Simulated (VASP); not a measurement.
A run of VASP 6.6.1 is set up as follows.

Contents of INCAR:

```
ALGO = Normal
EDIFF = 1E-7
ENCUT = 520
GGA = PE
ISIF = 2
ISMEAR = -1
ISPIN = 2
LASPH = T
LCHARG = T
LELF = T
LMAXMIX = 6
LORBIT = 11
LREAL = F
LVHAR = T
LWAVE = F
MAGMOM = 7
NBANDS = 18
NELM = 150
PREC = Accurate
SIGMA = 0.1
```

The input KPOINTS:

```
k-points
0
Gamma
  12 12 12
```

The input POSCAR:

```
Eu
1.0
   -2.2168122438      2.2168122438      2.2168122438
    2.2168122438     -2.2168122438      2.2168122438
    2.2168122438      2.2168122438     -2.2168122438
Eu
1
Direct
    0.0000000000      0.0000000000      0.0000000000
```

Potentials or basis: VASP PAW PBE potentials, release 64 (Eu).

The run is started by

```sh
$ cat potpaw_PBE.64/Eu/POTCAR > POTCAR
$ mpirun -np 1 vasp_std > vasp.out
```

(1) Estimate the site moments.

(2) Estimate the pressure.

(3) Predict the net moment.

Results:

(1) Eu +6.67 μB.

(2) -0.7 GPa.

(3) 7.31 μB per cell.
